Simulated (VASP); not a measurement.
# BeTe (I-4m2) in VASP: further runs

Aim: see how the results for BeTe move with the level of theory and the settings. Levels: PBE, r2SCAN, HSE06. Tasks: single point.

Program: VASP 6.6.1. These are calculated values, not measurements. Logs are shortened: lines on timing, memory, paths and dates and some standing lists are left out, and cuts for length are marked.

**1. The cell of the first run**

Symmetry: I-4m2, No. 119, tetragonal system. Conventional cell: a = 4.000 Å, b = 4.000 Å, c = 5.547 Å, α = 90.00°, β = 90.00°, γ = 90.00°. Within 3.2 Å of Be (site symmetry -4m2) lie 4 Te at 2.43 Å. Te (site symmetry -4m2) has 4 Be at 2.43 Å within 3.2 Å.

**2. Single point, PBE (uniaxial z strain -1.9%)**

Input file INCAR:

```
PREC = Accurate
ENCUT = 520
EDIFF = 1E-6
ISMEAR = -1
SIGMA = 0.02
LREAL = False
LASPH = True
NELM = 100
ALGO = Normal
ISIF = 2
LWAVE = False
LCHARG = False
GGA = PE
NBANDS = 11
```

Input file KPOINTS:

```
Automatic mesh
0
Gamma
  8 8 8
```

Input file POSCAR:

```
BeTe
1.0
    0.0000000000      2.8286236224      2.7734654617
    2.8286236224      0.0000000000      2.7734654617
    2.8286236224      2.8286236224      0.0000000000
Be Te
1 1
Direct
    0.0000000000      0.0000000000      0.0000000000
    0.2500000000      0.2500000000      0.2500000000
```

Potentials or basis: VASP PAW PBE potentials, release 64 (Be, Te).

The run is started by

```bash
$ cat potpaw_PBE.64/Be/POTCAR potpaw_PBE.64/Te/POTCAR > POTCAR
$ mpirun -np 1 vasp_std > vasp.out
```

OUTCAR:

```text
PREC = Accurate
   ENCUT = 520
   EDIFF = 1E-6
   ISMEAR = -1
   LREAL = False
   LASPH = True
   NELM = 100
   ISIF = 2
   GGA = PE

 ion  position               nearest neighbor table
   1  0.000  0.000  0.000-   2 2.43   2 2.43   2 2.43   2 2.43
   2  0.250  0.250  0.250-   1 2.43   1 2.43   1 2.43   1 2.43

  LATTYP: Found a body centered tetragonal cell.
 ALAT       =     4.0002778896
 C/A-ratio  =     1.3866363979

  Lattice vectors:

 A1 = (   0.0000000000,  -2.8286236224,  -2.7734654617)
 A2 = (   0.0000000000,   2.8286236224,  -2.7734654617)
 A3 = (   2.8286236224,   0.0000000000,   2.7734654617)

Analysis of symmetry for initial positions (statically):
=====================================================================
 Subroutine PRICEL returns:
 Original cell was already a primitive cell.

 Routine SETGRP: Setting up the symmetry group for a
 body centered tetragonal supercell.

 Subroutine GETGRP returns: Found  8 space group operations
 (whereof  8 operations were pure point group operations)
 out of a pool of 16 trial point group operations.

The static configuration has the point symmetry D_2d.

Analysis of symmetry for dynamics (positions and initial velocities):
=====================================================================
 Subroutine PRICEL returns:
 Original cell was already a primitive cell.

 Routine SETGRP: Setting up the symmetry group for a
 body centered tetragonal supercell.

 Subroutine GETGRP returns: Found  8 space group operations
 (whereof  8 operations were pure point group operations)
 out of a pool of 16 trial point group operations.

The dynamic configuration has the point symmetry D_2d.

 Subroutine INISYM returns: Found  8 space group operations
 (whereof  8 operations are pure point group operations),
 and found     1 'primitive' translations

----------------------------------------------------------------------------------------

                                     Primitive cell

  volume of cell :      44.3816

  direct lattice vectors                    reciprocal lattice vectors
     0.000000000  2.828623622  2.773465462    -0.176764415  0.176764415  0.180279873
     2.828623622  0.000000000  2.773465462     0.176764415 -0.176764415  0.180279873
     2.828623622  2.828623622  0.000000000     0.176764415  0.176764415 -0.180279873

  length of vectors
     3.961467186  3.961467186  4.000277890     0.308207964  0.308207964  0.308207964

  position of ions in fractional coordinates (direct lattice)
[... 87 lines left out ...]
   POTIM  = 0.5000    time-step for ionic-motion
   TEBEG  =    0.0;   TEEND  =   0.0 temperature during run
   PSTRESS=    0.0 pullay stress
   NELECT =       8.0000    total number of electrons
   NUPDOWN=      -1.0000    fix difference up-down
   EMIN   =  10.00;   EMAX   =-10.00  energy-range for DOS
   EFERMI =   0.00;   METHOD = LEGACY
   ISMEAR =    -1;   SIGMA  =   0.02  broadening in eV -4-tet -1-fermi 0-gaus
   EFERMI_NEDOS =   21; number of points for ismear=-14 and -15
   IALGO  =     38    algorithm
   IMIX   =      4    mixing-type and parameters
     AMIX     =   0.40;   BMIX     =  1.00
     AMIX_MAG =   1.60;   BMIX_MAG =  1.00
  volume/ion in A,a.u.               =      22.19       149.75
  Fermi-wavevector in a.u.,A,eV,Ry     =   0.924777  1.747576 11.635878  0.855213
  Thomas-Fermi vector in A             =   2.050560
   LORBIT       =      0    0 simple, 1 ext, 2 COOP (PROOUT), +10 PAW based schemes
   GGA     = PE    functional components
   LHFCALC =     F    Hartree Fock is set to
   AEXX    =    0.0000 exact exchange contribution
   IVDW    =     0    specifies the selected vdW correction
   LEPSILON=     F    determine dielectric tensor
   LRPA    =     F    only Hartree local field effects (RPA)
 non-spin polarized calculation
  energy-cutoff  :      520.00
  volume of cell :       44.38
 maximum number of plane-waves:      1235
 NGX is ok and might be reduce to    30
   NGX = 15   NGY = 15   NGZ = 15

 number of electron       8.0000000 magnetization

 Free energy of the ion-electron system (eV)
  ---------------------------------------------------
  ext. energy  EPLUGINS =         0.00000000
  ---------------------------------------------------
  free energy    TOTEN  =        -7.61702381 eV

  energy without entropy =       -7.61702381  energy(sigma->0) =       -7.61702381

 E-fermi :   5.5853     XC(G=0):  -9.0824

 val. band max:        5.2354522978   @ k =   0.0000   0.0000   0.0000
 cond. band min:       7.0370214315   @ k =   0.5000   0.5000   0.0000
 fundamental gap:      1.8015691336
 Fermi energy:         5.5853479367

 k-point     1 :       0.0000    0.0000    0.0000
  band No.  band energies     occupation
      1      -7.1715      2.00000
      2       5.1323      2.00000
      3       5.1323      2.00000
      4       5.2355      2.00000
      5       8.7464      0.00000
      6       8.7873      0.00000
      7       8.7873      0.00000
      8       9.0317      0.00000
      9      13.4943      0.00000
     10      15.2320      0.00000
     11      15.6046      0.00000
[... 309 lines left out ...]
 k-point    24 :       0.3750    0.0000    0.1250
  band No.  band energies     occupation
      1      -6.1524      2.00000
      2       0.7681      2.00000
      3       3.6300      2.00000
      4       3.7766      2.00000
      5       8.7190      0.00000
      6       9.7732      0.00000
      7      10.6927      0.00000
      8      11.6989      0.00000
      9      14.9223      0.00000
     10      15.3227      0.00000
     11      16.0721      0.00000

 [... further k-points ...]

------------------------ aborting loop because EDIFF is reached ----------------------------------------

  FORCE on cell =-STRESS in cart. coord.  units (eV):
  Direction    XX          YY          ZZ          XY          YZ          ZX
  --------------------------------------------------------------------------------------
  -------------------------------------------------------------------------------------
  Total        0.3141309      0.3141309      0.6344074      0.0000000      0.0000000      0.0000000
  in kB       11.3401330     11.3401330     22.9021225      0.0000000      0.0000000      0.0000000
  external PRESSURE =      15.1941295 kB  Pullay stress =       0.0000000 kB

 VOLUME and BASIS-vectors are now :
 -----------------------------------------------------------------------------
  energy-cutoff  :      520.00
  volume of cell :       44.38
      direct lattice vectors                 reciprocal lattice vectors
     0.000000000  2.828623622  2.773465462    -0.176764415  0.176764415  0.180279873
     2.828623622  0.000000000  2.773465462     0.176764415 -0.176764415  0.180279873
     2.828623622  2.828623622  0.000000000     0.176764415  0.176764415 -0.180279873

 POSITION                                       TOTAL-FORCE (eV/Angst)
 -----------------------------------------------------------------------------------
      0.00000      0.00000      0.00000        -0.000000     -0.000000     -0.000000
      1.41431      1.41431      1.38673         0.000000      0.000000      0.000000
 -----------------------------------------------------------------------------------
    total drift:                                0.000000      0.000000      0.000000

  FREE ENERGIE OF THE ION-ELECTRON SYSTEM (eV)
  ---------------------------------------------------
  free  energy   TOTEN  =        -7.6170238077 eV

  energy  without entropy=       -7.6170238077  energy(sigma->0) =       -7.61702381
```

OSZICAR:

```text
N       E                     dE             d eps       ncg     rms          rms(c)
DAV:   1     0.187492231141E+02    0.18749E+02   -0.33201E+03  1298   0.587E+02
DAV:   2    -0.661923901926E+01   -0.25368E+02   -0.24549E+02  1683   0.933E+01
DAV:   3    -0.774272321937E+01   -0.11235E+01   -0.11215E+01  1709   0.203E+01
DAV:   4    -0.775480666015E+01   -0.12083E-01   -0.12082E-01  1549   0.236E+00
DAV:   5    -0.775505454334E+01   -0.24788E-03   -0.24788E-03  1655   0.328E-01    0.417E+00
DAV:   6    -0.764789567794E+01    0.10716E+00   -0.12770E-01  1519   0.145E+00    0.250E+00
DAV:   7    -0.761605907318E+01    0.31837E-01   -0.10452E-01  1525   0.142E+00    0.493E-01
DAV:   8    -0.761670810464E+01   -0.64903E-03   -0.63468E-03  1469   0.461E-01    0.797E-02
DAV:   9    -0.761695465068E+01   -0.24655E-03   -0.33368E-04  1551   0.108E-01    0.320E-02
DAV:  10    -0.761701953364E+01   -0.64883E-04   -0.81189E-05  1450   0.467E-02    0.158E-02
DAV:  11    -0.761702138446E+01   -0.18508E-05   -0.24484E-06  1698   0.912E-03    0.115E-02
DAV:  12    -0.761702372060E+01   -0.23361E-05   -0.51558E-06  1406   0.132E-02    0.814E-03
DAV:  13    -0.761702380774E+01   -0.87142E-07   -0.38373E-08  1019   0.149E-03
   1 F= -.76170238E+01 E0= -.76170238E+01  d E =-.370082E-10
```

stdout:

```text
POSCAR found type information on POSCAR BeTe
 POSCAR found :  2 types and       2 ions
 scaLAPACK will be used
 LDA part: xc-table for (Slater+PW92), standard interpolation
 POSCAR, INCAR and KPOINTS ok, starting setup
 FFT: planning ... GRIDC
 FFT: planning ... GRID_SOFT
 FFT: planning ... GRID
 WAVECAR not read
 entering main loop
```

Run time: 26 s. Hardware: 1 thread of Intel Xeon Platinum 8259CL at 2.50GHz (Skylake/Cascade Lake), shared host; peak memory 0.18 GiB.

What came out:

* Free energy: -7.6170 eV
* Pressure: 1.5 GPa
* Band gap on the k mesh: 1.80 eV (least direct gap 3.51 eV)

Caveat: the cell differs from its parent crystal (uniaxial z strain -1.9%); spin-orbit coupling is left out, which moves the levels of the heavy elements. A k mesh can miss the band edges.

**3. Single point, r2SCAN (uniaxial z strain -1.9%)**

POSCAR is that of step 2.

Input file INCAR.step1:

```
  PREC = Accurate
  ENCUT = 520
  ISMEAR = 0
  SIGMA = 0.01
  LREAL = F
  LASPH = T
  NELM = 60
  NBANDS = 11
  GGA = PE
  ALGO = Normal
  EDIFF = 1E-4
  LWAVE = T
  LCHARG = F
```

Input file INCAR.step2:

```
  PREC = Accurate
  ENCUT = 520
  EDIFF = 1E-6
  ISMEAR = 0
  SIGMA = 0.01
  LREAL = F
  LASPH = T
  NELM = 60
  ALGO = Normal
  ISIF = 2
  LWAVE = F
  LCHARG = F
  METAGGA = R2SCAN
  LMIXTAU = T
  NBANDS = 11
  ISTART = 1
```

KPOINTS is that of step 2.

Potentials or basis: VASP PAW PBE potentials, release 64 (Be, Te).

The run is started by

```bash
$ cat potpaw_PBE.64/Be/POTCAR potpaw_PBE.64/Te/POTCAR > POTCAR
$ cp INCAR.step1 INCAR
$ mpirun -np 1 vasp_std > vasp.out
$ cp INCAR.step2 INCAR
$ mpirun -np 1 vasp_std > vasp.out
```

Wall time 95 s (1 thread of Intel Xeon Platinum 8259CL at 2.50GHz (Skylake/Cascade Lake), shared host); peak memory 0.19 GiB.

Results (log left out):

```yaml
Free_energy: -30.6783 eV
Pressure: 1.4 GPa
Band_gap_on_the_k_mesh: 2.16 eV (least direct gap 3.92 eV)
```

Stress tensor (GPa, compression positive):
```
0.99 0.00 0.00
0.00 0.99 0.00
0.00 0.00 2.20
```

Levels at points of the mesh, in eV from the valence-band top:
```
           k point  band 1  band 2  band 3  band 4  band 5  band 6  band 7  band 8
(0.00, 0.00, 0.00)  -12.90   -0.11   -0.11    0.00    3.92    3.95    3.95    4.49
(0.50, 0.00, 0.00)  -11.44   -5.88   -1.34   -1.17    3.48    4.87    5.02    8.41
(0.50, 0.50, 0.00)  -10.85   -5.37   -2.94   -2.94    2.16    2.80   10.55   10.55
(0.50, 0.00, 0.50)  -10.93   -5.49   -2.81   -2.77    2.30    2.97   10.46   10.57
```

Caveat: the cell differs from its parent crystal (uniaxial z strain -1.9%); the PAW data sets were made with another functional, which shifts forces and pressure a little; spin-orbit coupling is left out, which moves the levels of the heavy elements. A k mesh can miss the band edges.

**4. Single point, HSE06 (uniaxial z strain -1.9%)**

POSCAR is that of step 3.

Input file INCAR.step1:

```
PREC = Accurate
ENCUT = 520
EDIFF = 1E-5
ISMEAR = 0
SIGMA = 0.01
LREAL = F
LASPH = T
NELM = 100
ALGO = Normal
ISIF = 2
LWAVE = T
LCHARG = F
NBANDS = 11
GGA = PE
```

Input file INCAR.step2:

```
PREC = Accurate
ENCUT = 520
EDIFF = 1E-6
ISMEAR = 0
SIGMA = 0.01
LREAL = F
LASPH = T
NELM = 100
ALGO = Normal
ISIF = 2
LWAVE = F
LCHARG = F
GGA = PE
LHFCALC = T
HFSCREEN = 0.2079
PRECFOCK = Normal
NBANDS = 11
ISTART = 1
```

Input file KPOINTS:

```
Automatic mesh
0
Gamma
  6 6 6
```

Potentials or basis: VASP PAW PBE potentials, release 64 (Be, Te).

The run is started by

```bash
$ cat potpaw_PBE.64/Be/POTCAR potpaw_PBE.64/Te/POTCAR > POTCAR
$ cp INCAR.step1 INCAR
$ mpirun -np 1 vasp_std > vasp.out
$ cp INCAR.step2 INCAR
$ mpirun -np 1 vasp_std > vasp.out
```

OUTCAR:

```text
PREC = Accurate
   ENCUT = 520
   EDIFF = 1E-6
   ISMEAR = 0
   LREAL = F
   LASPH = T
   NELM = 100
   ISIF = 2
   GGA = PE
   LHFCALC = T
   HFSCREEN = 0.2079
   PRECFOCK = Normal
   ISTART = 1

 ion  position               nearest neighbor table
   1  0.000  0.000  0.000-   2 2.43   2 2.43   2 2.43   2 2.43
   2  0.250  0.250  0.250-   1 2.43   1 2.43   1 2.43   1 2.43

  LATTYP: Found a body centered tetragonal cell.
 ALAT       =     4.0002778896
 C/A-ratio  =     1.3866363979

  Lattice vectors:

 A1 = (   0.0000000000,  -2.8286236224,  -2.7734654617)
 A2 = (   0.0000000000,   2.8286236224,  -2.7734654617)
 A3 = (   2.8286236224,   0.0000000000,   2.7734654617)

Analysis of symmetry for initial positions (statically):
=====================================================================
 Subroutine PRICEL returns:
 Original cell was already a primitive cell.

 Routine SETGRP: Setting up the symmetry group for a
 body centered tetragonal supercell.

 Subroutine GETGRP returns: Found  8 space group operations
 (whereof  8 operations were pure point group operations)
[... 183 lines left out ...]
      2       4.6525      2.00000
      3       4.6525      2.00000
      4       4.7608      2.00000
      5       9.1311      0.00000
      6       9.1698      0.00000
      7       9.1698      0.00000
      8       9.3222      0.00000
      9      14.0682      0.00000
     10      15.7905      0.00000
     11      16.1794      0.00000
[... 309 lines left out ...]
 k-point    24 :       0.5000    0.0000    0.3333
  band No.  band energies     occupation
      1      -6.9014      2.00000
      2      -0.6382      2.00000
      3       1.2260      2.00000
      4       2.1609      2.00000
      5       7.9772      0.00000
      6       9.5999      0.00000
      7      13.7254      0.00000
      8      14.1276      0.00000
      9      16.7151      0.00000
     10      18.0463      0.00000
     11      18.5938      0.00000

 [... further k-points ...]

------------------------ aborting loop because EDIFF is reached ----------------------------------------

  FORCE on cell =-STRESS in cart. coord.  units (eV):
  Direction    XX          YY          ZZ          XY          YZ          ZX
  --------------------------------------------------------------------------------------
  -------------------------------------------------------------------------------------
  Total       -0.0515252     -0.0515252      0.2929860      0.0000000      0.0000000      0.0000000
  in kB       -1.8600626     -1.8600626     10.5768033      0.0000000      0.0000000      0.0000000
  external PRESSURE =       2.2855594 kB  Pullay stress =       0.0000000 kB

 VOLUME and BASIS-vectors are now :
 -----------------------------------------------------------------------------
  energy-cutoff  :      520.00
  volume of cell :       44.38
      direct lattice vectors                 reciprocal lattice vectors
     0.000000000  2.828623622  2.773465462    -0.176764415  0.176764415  0.180279873
     2.828623622  0.000000000  2.773465462     0.176764415 -0.176764415  0.180279873
     2.828623622  2.828623622  0.000000000     0.176764415  0.176764415 -0.180279873

 POSITION                                       TOTAL-FORCE (eV/Angst)
 -----------------------------------------------------------------------------------
      0.00000      0.00000      0.00000         0.000000      0.000000      0.000000
      1.41431      1.41431      1.38673        -0.000000     -0.000000     -0.000000
 -----------------------------------------------------------------------------------
    total drift:                                0.000000      0.000000      0.000000

  FREE ENERGIE OF THE ION-ELECTRON SYSTEM (eV)
  ---------------------------------------------------
  free  energy   TOTEN  =        -8.7505128035 eV

  energy  without entropy=       -8.7505128035  energy(sigma->0) =       -8.75051280
```

OUTCAR.step1:

```text
PREC = Accurate
   ENCUT = 520
   EDIFF = 1E-5
   ISMEAR = 0
   LREAL = F
   LASPH = T
[... 558 lines left out ...]
 -----------------------------------------------------------------------------------
      0.00000      0.00000      0.00000        -0.000000     -0.000000     -0.000000
      1.41431      1.41431      1.38673         0.000000      0.000000      0.000000
 -----------------------------------------------------------------------------------
    total drift:                                0.000000      0.000000      0.000000

  FREE ENERGIE OF THE ION-ELECTRON SYSTEM (eV)
  ---------------------------------------------------
  free  energy   TOTEN  =        -7.6111498955 eV

  energy  without entropy=       -7.6111498955  energy(sigma->0) =       -7.61114990
```

It took 18 min on 1 thread of Intel Xeon Platinum 8259CL at 2.50GHz (Skylake/Cascade Lake), shared host; peak memory 0.3 GiB.

Results:

```
Free energy            : -8.7505 eV
Pressure               : 0.2 GPa
Band gap on the k mesh : 2.46 eV (least direct gap 4.37 eV)
```

Stress tensor (GPa, compression positive):
```
-0.19  0.00  0.00
 0.00 -0.19  0.00
 0.00  0.00  1.06
```

Caveat: the cell differs from its parent crystal (uniaxial z strain -1.9%); the PAW data sets were made with another functional, which shifts forces and pressure a little; spin-orbit coupling is left out, which moves the levels of the heavy elements. A k mesh can miss the band edges.

**5. Overview**

```csv
level,k mesh,smearing,grid for exact exchange (PRECFOCK),share of exact exchange,screening parameter,gap on the mesh (eV),pressure (GPa)
PBE,8 × 8 × 8,fermi-dirac 0.02 eV,-,-,-,1.80,1.5
r2SCAN,8 × 8 × 8,gaussian 0.01 eV,-,-,-,2.16,1.4
HSE06,6 × 6 × 6,gaussian 0.01 eV,Normal,0.25,0.2079 1/Å,2.46,0.2
```

Alike in all rows: task single point; potentials or basis VASP PAW PBE potentials, release 64 (Be, Te); no spin polarisation; cell as given; cutoff (eV) 520.

Caveats: spin-orbit coupling is left out, which moves the levels of the heavy elements; the PAW data sets were made with another functional, which shifts forces and pressure a little (at least some runs).

Absolute energies hang on the potentials; compare differences alone.
